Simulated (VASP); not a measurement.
# CdO (Fm-3m) in VASP: single point with PBE

Aim: the single point of CdO with PBE.

All numbers are computed with VASP 6.6.1; they aren't measurements. Logs are shortened: lines on timing, memory, paths and dates and some standing lists are left out, and cuts for length are marked.

### Step 1. The cell of the first run

The structure is cubic, space group Fm-3m (No. 225). Conventional cell: a = 4.722 Å, b = 4.722 Å, c = 4.722 Å, α = 90.00°, β = 90.00°, γ = 90.00°. Within 3.1 Å of Cd (site symmetry m-3m) lie 6 O at 2.36 Å. O (site symmetry m-3m) has 6 Cd at 2.36 Å within 3.1 Å.

### Step 2. Single point, PBE

INCAR reads:

```
SYSTEM = CdO
PREC = Accurate ; ENCUT = 700
EDIFF = 1E-6 ; ISMEAR = 0
SIGMA = 0.1 ; LREAL = .FALSE.
LASPH = .TRUE. ; NELM = 120
ALGO = Normal ; ISIF = 2
LWAVE = .FALSE. ; LCHARG = .FALSE.
GGA = PE ; NBANDS = 20
GGA_COMPAT = .FALSE.
```

KPOINTS reads:

```
regular mesh
0
G
  4 4 4
  0 0 0
```

POSCAR reads:

```
CdO
1.0
    0.0000000000      2.3609927699      2.3609927699
    2.3609927699      0.0000000000      2.3609927699
    2.3609927699      2.3609927699      0.0000000000
Cd O
1 1
Direct
    0.0000000000      0.0000000000      0.0000000000
    0.5000000000      0.5000000000      0.5000000000
```

Potentials or basis: VASP PAW PBE potentials, release 64 (Cd_sv_GW, O).

Run with:

```
$ cat potpaw_PBE.64/Cd_sv_GW/POTCAR potpaw_PBE.64/O/POTCAR > POTCAR
$ mpirun -np 1 vasp_std > vasp.out
```

OUTCAR:

```text
SYSTEM = CdO
   PREC = Accurate
   ENCUT = 700
   EDIFF = 1E-6
   ISMEAR = 0
   LREAL = .FALSE.
   LASPH = .TRUE.
   NELM = 120
   ISIF = 2
   GGA = PE

 ion  position               nearest neighbor table
   1  0.000  0.000  0.000-
   2  0.500  0.500  0.500-

  LATTYP: Found a face centered cubic cell.
 ALAT       =     4.7219855398

  Lattice vectors:

 A1 = (   0.0000000000,   2.3609927699,   2.3609927699)
 A2 = (   2.3609927699,   0.0000000000,   2.3609927699)
 A3 = (   2.3609927699,   2.3609927699,   0.0000000000)

Analysis of symmetry for initial positions (statically):
=====================================================================
 Subroutine PRICEL returns:
 Original cell was already a primitive cell.

 Routine SETGRP: Setting up the symmetry group for a
 face centered cubic supercell.

 Subroutine GETGRP returns: Found 48 space group operations
 (whereof 48 operations were pure point group operations)
 out of a pool of 48 trial point group operations.

The static configuration has the point symmetry O_h .

Analysis of symmetry for dynamics (positions and initial velocities):
=====================================================================
 Subroutine PRICEL returns:
 Original cell was already a primitive cell.

 Routine SETGRP: Setting up the symmetry group for a
 face centered cubic supercell.

 Subroutine GETGRP returns: Found 48 space group operations
 (whereof 48 operations were pure point group operations)
 out of a pool of 48 trial point group operations.

The dynamic configuration has the point symmetry O_h .

 Subroutine INISYM returns: Found 48 space group operations
 (whereof 48 operations are pure point group operations),
 and found     1 'primitive' translations

----------------------------------------------------------------------------------------

                                     Primitive cell

  volume of cell :      26.3217

  direct lattice vectors                    reciprocal lattice vectors
     0.000000000  2.360992770  2.360992770    -0.211775320  0.211775320  0.211775320
     2.360992770  0.000000000  2.360992770     0.211775320 -0.211775320  0.211775320
     2.360992770  2.360992770  0.000000000     0.211775320  0.211775320 -0.211775320

  length of vectors
     3.338947996  3.338947996  3.338947996     0.366805614  0.366805614  0.366805614

  position of ions in fractional coordinates (direct lattice)
     0.000000000  0.000000000  0.000000000
     0.500000000  0.500000000  0.500000000

  ion indices of the primitive-cell ions
   primitive index   ion index
                 1           1
                 2           2

----------------------------------------------------------------------------------------

 KPOINTS: regular mesh

Automatic generation of k-mesh.
 Grid dimensions read from file:
 generate k-points for:    4    4    4

 Generating k-lattice:

  Cartesian coordinates                     Fractional coordinates (reciprocal lattice)
    -0.052943830  0.052943830  0.052943830     0.250000000  0.000000000  0.000000000
     0.052943830 -0.052943830  0.052943830     0.000000000  0.250000000  0.000000000
     0.052943830  0.052943830 -0.052943830     0.000000000  0.000000000  0.250000000

  Length of vectors
     0.091701404  0.091701404  0.091701404

  Shift w.r.t. Gamma in fractional coordinates (k-lattice)
     0.000000000  0.000000000  0.000000000

 Subroutine IBZKPT returns following result:
 ===========================================

 Found      8 irreducible k-points:

 Following reciprocal coordinates:
            Coordinates               Weight
  0.000000  0.000000  0.000000      1.000000
  0.250000  0.000000  0.000000      8.000000
  0.500000  0.000000  0.000000      4.000000
  0.250000  0.250000  0.000000      6.000000
  0.500000  0.250000  0.000000     24.000000
 -0.250000  0.250000  0.000000     12.000000
  0.500000  0.500000  0.000000      3.000000
 -0.250000  0.500000  0.250000      6.000000
   k-points           NKPTS =      8   k-points in BZ     NKDIM =      8   number of bands    NBANDS=     20
   number of dos      NEDOS =    301   number of ions     NIONS =      2
   total plane-waves  NPLWV =  27000
   dimension x,y,z NGX =    30 NGY =   30 NGZ =   30
   dimension x,y,z NGXF=    60 NGYF=   60 NGZF=   60
   ions per type =               1   1
   NGX,Y,Z   is equivalent  to a cutoff of  14.94, 14.94, 14.94 a.u.
   NGXF,Y,Z  is equivalent  to a cutoff of  29.87, 29.87, 29.87 a.u.
 SYSTEM =  CdO
   PREC   = accura    normal or accurate (medium, high low for compatibility)
   ISTART =      0    job   : 0-new  1-cont  2-samecut
   ICHARG =      2    charge: 1-file 2-atom 10-const
   ISPIN  =      1    spin polarized calculation?
   LNONCOLLINEAR =      F non collinear calculations
   LSORBIT =      F    spin-orbit coupling
   LASPH  =      T    aspherical Exc in radial PAW
   ENCUT  =  700.0 eV  51.45 Ry    7.17 a.u.   7.20  7.20  7.20*2*pi/ulx,y,z
   NELM   =    120;   NELMIN=  2; NELMDL= -5     # of ELM steps
   EDIFF  = 0.1E-05   stopping-criterion for ELM
   LREAL  =      F    real-space projection
   EDIFFG = 0.1E-04   stopping-criterion for IOM
   NSW    =      0    number of steps for IOM
   IBRION =     -1    ionic relax: 0-MD 1-quasi-New 2-CG
   NFREE  =      0    steps in history (QN), initial steepest desc. (CG)
   ISIF   =      2    stress and relaxation
   ISYM   =      2    0-nonsym 1-usesym 2-fastsym
   POTIM  = 0.5000    time-step for ionic-motion
   TEBEG  =    0.0;   TEEND  =   0.0 temperature during run
   PSTRESS=    0.0 pullay stress
   NELECT =      26.0000    total number of electrons
   NUPDOWN=      -1.0000    fix difference up-down
   EMIN   =  10.00;   EMAX   =-10.00  energy-range for DOS
   EFERMI =   0.00;   METHOD = LEGACY
   ISMEAR =     0;   SIGMA  =   0.10  broadening in eV -4-tet -1-fermi 0-gaus
   EFERMI_NEDOS =   21; number of points for ismear=-14 and -15
   IALGO  =     38    algorithm
   IMIX   =      4    mixing-type and parameters
     AMIX     =   0.40;   BMIX     =  1.00
     AMIX_MAG =   1.60;   BMIX_MAG =  1.00
  volume/ion in A,a.u.               =      13.16        88.81
  Fermi-wavevector in a.u.,A,eV,Ry     =   1.630402  3.081013 36.167140  2.658210
  Thomas-Fermi vector in A             =   2.722709
   LORBIT       =      0    0 simple, 1 ext, 2 COOP (PROOUT), +10 PAW based schemes
   GGA     = PE    functional components
   LHFCALC =     F    Hartree Fock is set to
   AEXX    =    0.0000 exact exchange contribution
   IVDW    =     0    specifies the selected vdW correction
   LEPSILON=     F    determine dielectric tensor
   LRPA    =     F    only Hartree local field effects (RPA)
 non-spin polarized calculation
 Gauss-broadening in eV      SIGMA  =   0.10
  energy-cutoff  :      700.00
  volume of cell :       26.32
 maximum number of plane-waves:      1124
 NGX is ok and might be reduce to    30
   NGX = 15   NGY = 15   NGZ = 15

 number of electron      25.9999992 magnetization

 Free energy of the ion-electron system (eV)
  ---------------------------------------------------
  ext. energy  EPLUGINS =         0.00000000
  ---------------------------------------------------
  free energy    TOTEN  =        -7.80562724 eV

  energy without entropy =       -7.80182159  energy(sigma->0) =       -7.80372442

 E-fermi :   4.8872     XC(G=0): -11.8299

 val. band max:        4.8040691273   @ k =   0.5000   0.0000   0.0000
 cond. band min:       7.4014611744   @ k =   0.2500   0.0000   0.0000
 fundamental gap:      2.5973920471
 Fermi energy:         4.8871878437

 k-point     1 :       0.0000    0.0000    0.0000
  band No.  band energies     occupation
      1     -95.6416      2.00000
      2     -56.7193      2.00000
      3     -56.7193      2.00000
      4     -56.7193      2.00000
      5     -12.4454      2.00000
      6      -1.8794      2.00000
      7      -1.8794      2.00000
      8      -1.8794      2.00000
      9      -1.5857      2.00000
     10      -1.5857      2.00000
     11       3.5024      2.00000
     12       3.5024      2.00000
     13       3.5024      2.00000
     14       4.3663      2.00000
     15      19.3163      0.00000
     16      21.7387      0.00000
     17      21.7387      0.00000
     18      21.7387      0.00000
     19      22.8116      0.00000
     20      22.8116      0.00000

 k-point     2 :       0.2500    0.0000    0.0000
  band No.  band energies     occupation
      1     -95.6412      2.00000
      2     -56.7271      2.00000
      3     -56.7205      2.00000
      4     -56.7205      2.00000
      5     -12.0836      2.00000
      6      -2.1858      2.00000
      7      -2.0844      2.00000
      8      -2.0844      2.00000
      9      -1.5844      2.00000
     10      -1.5844      2.00000
     11       1.4096      2.00000
     12       4.1728      2.00000
     13       4.1728      2.00000
     14       7.4015      0.00000
     15      14.9365      0.00000
     16      18.5908      0.00000
     17      18.5908      0.00000
     18      21.1870      0.00000
     19      24.1427      0.00000
     20      24.1427      0.00000

 k-point     3 :       0.5000    0.0000    0.0000
  band No.  band energies     occupation
      1     -95.6407      2.00000
      2     -56.7348      2.00000
      3     -56.7217      2.00000
      4     -56.7217      2.00000
      5     -11.6818      2.00000
      6      -2.7705      2.00000
      7      -2.4406      2.00000
      8      -2.4406      2.00000
      9      -1.3468      2.00000
     10      -1.3468      2.00000
     11       1.0350      2.00000
     12       4.8041      1.76020
     13       4.8041      1.76020
     14       9.2379      0.00000
     15      12.0279      0.00000
     16      16.6252      0.00000
     17      16.6252      0.00000
     18      22.4206      0.00000
     19      25.3056      0.00000
     20      26.6564      0.00000

 k-point     4 :       0.2500    0.2500    0.0000
  band No.  band energies     occupation
      1     -95.6410      2.00000
      2     -56.7266      2.00000
      3     -56.7224      2.00000
      4     -56.7224      2.00000
      5     -12.0477      2.00000
      6      -2.1882      2.00000
      7      -2.1025      2.00000
      8      -1.6383      2.00000
      9      -1.6383      2.00000
     10      -1.4585      2.00000
     11       1.9659      2.00000
     12       3.2128      2.00000
     13       3.2128      2.00000
     14       8.3423      0.00000
     15      15.4706      0.00000
     16      16.9088      0.00000
     17      18.4201      0.00000
     18      18.4201      0.00000
     19      27.4635      0.00000
     20      28.2874      0.00000

 k-point     5 :       0.5000    0.2500    0.0000
  band No.  band energies     occupation
      1     -95.6406      2.00000
      2     -56.7322      2.00000
      3     -56.7257      2.00000
      4     -56.7236      2.00000
      5     -11.7548      2.00000
      6      -2.2995      2.00000
      7      -2.0303      2.00000
      8      -1.9660      2.00000
      9      -1.4097      2.00000
     10      -1.2906      2.00000
     11       1.1995      2.00000
     12       3.1204      2.00000
     13       3.7302      2.00000
     14      10.1333      0.00000
     15      12.5370      0.00000
     16      14.6152      0.00000
     17      17.4525      0.00000
     18      20.7799      0.00000
     19      26.6662      0.00000
     20      27.7789      0.00000

 k-point     6 :      -0.2500    0.2500    0.0000
  band No.  band energies     occupation
      1     -95.6407      2.00000
      2     -56.7304      2.00000
      3     -56.7260      2.00000
      4     -56.7217      2.00000
      5     -11.7877      2.00000
      6      -2.4353      2.00000
      7      -2.2668      2.00000
      8      -2.0533      2.00000
      9      -1.5269      2.00000
     10      -1.2765      2.00000
     11       1.5195      2.00000
     12       2.7473      2.00000
     13       4.6958      1.99320
     14       9.9508      0.00000
     15      13.2311      0.00000
     16      14.1790      0.00000
     17      17.6235      0.00000
     18      23.3710      0.00000
     19      24.2168      0.00000
     20      25.3282      0.00000

 k-point     7 :       0.5000    0.5000    0.0000
  band No.  band energies     occupation
      1     -95.6404      2.00000
      2     -56.7338      2.00000
      3     -56.7255      2.00000
      4     -56.7255      2.00000
      5     -11.8226      2.00000
      6      -2.3194      2.00000
      7      -1.3287      2.00000
      8      -1.2138      2.00000
      9      -1.2138      2.00000
     10      -0.9215      2.00000
     11       0.5954      2.00000
     12       2.5608      2.00000
     13       2.5608      2.00000
     14       8.6527      0.00000
     15      13.2676      0.00000
     16      15.9839      0.00000
     17      17.9992      0.00000
     18      17.9992      0.00000
     19      27.6608      0.00000
     20      29.0673      0.00000

 k-point     8 :      -0.2500    0.5000    0.2500
  band No.  band energies     occupation
      1     -95.6404      2.00000
      2     -56.7297      2.00000
      3     -56.7297      2.00000
      4     -56.7255      2.00000
      5     -11.7246      2.00000
      6      -2.0501      2.00000
      7      -1.9921      2.00000
      8      -1.9921      2.00000
      9      -1.2135      2.00000
     10      -1.0205      2.00000
     11       1.8861      2.00000
     12       1.8861      2.00000
     13       2.9653      2.00000
     14      10.7349      0.00000
     15      13.6690      0.00000
     16      13.6690      0.00000
     17      15.4769      0.00000
     18      23.1732      0.00000
     19      23.1732      0.00000
     20      29.6675      0.00000

------------------------ aborting loop because EDIFF is reached ----------------------------------------

  FORCE on cell =-STRESS in cart. coord.  units (eV):
  Direction    XX          YY          ZZ          XY          YZ          ZX
  --------------------------------------------------------------------------------------
  -------------------------------------------------------------------------------------
  Total        0.6564973      0.6564973      0.6564973      0.0000000      0.0000000     -0.0000000
  in kB       39.9603776     39.9603776     39.9603776      0.0000000      0.0000000     -0.0000000
  external PRESSURE =      39.9603776 kB  Pullay stress =       0.0000000 kB

 VOLUME and BASIS-vectors are now :
 -----------------------------------------------------------------------------
  energy-cutoff  :      700.00
  volume of cell :       26.32
      direct lattice vectors                 reciprocal lattice vectors
     0.000000000  2.360992770  2.360992770    -0.211775320  0.211775320  0.211775320
     2.360992770  0.000000000  2.360992770     0.211775320 -0.211775320  0.211775320
     2.360992770  2.360992770  0.000000000     0.211775320  0.211775320 -0.211775320

 POSITION                                       TOTAL-FORCE (eV/Angst)
 -----------------------------------------------------------------------------------
      0.00000      0.00000      0.00000        -0.000000     -0.000000     -0.000000
      2.36099      2.36099      2.36099         0.000000      0.000000      0.000000
 -----------------------------------------------------------------------------------
    total drift:                               -0.000000      0.000000      0.000000

  FREE ENERGIE OF THE ION-ELECTRON SYSTEM (eV)
  ---------------------------------------------------
  free  energy   TOTEN  =        -7.8056272440 eV

  energy  without entropy=       -7.8018215903  energy(sigma->0) =       -7.80372442
```

It took 28 s on 1 thread of AMD EPYC, shared host; peak memory 0.14 GiB.

What came out:

| Item | Value |
| --- | --- |
| Free energy | -7.8056 eV |
| Pressure | 4.0 GPa |
| Band gap on the k mesh | zero (bands 13 and 14 overlap by 0.44 eV) |

Caveat: the k points lie up to 0.58 Å⁻¹ apart; semilocal functionals underestimate gaps, and a narrow one can read as zero.

The gap in the log of VASP goes by the Fermi energy; the results here count the filled bands.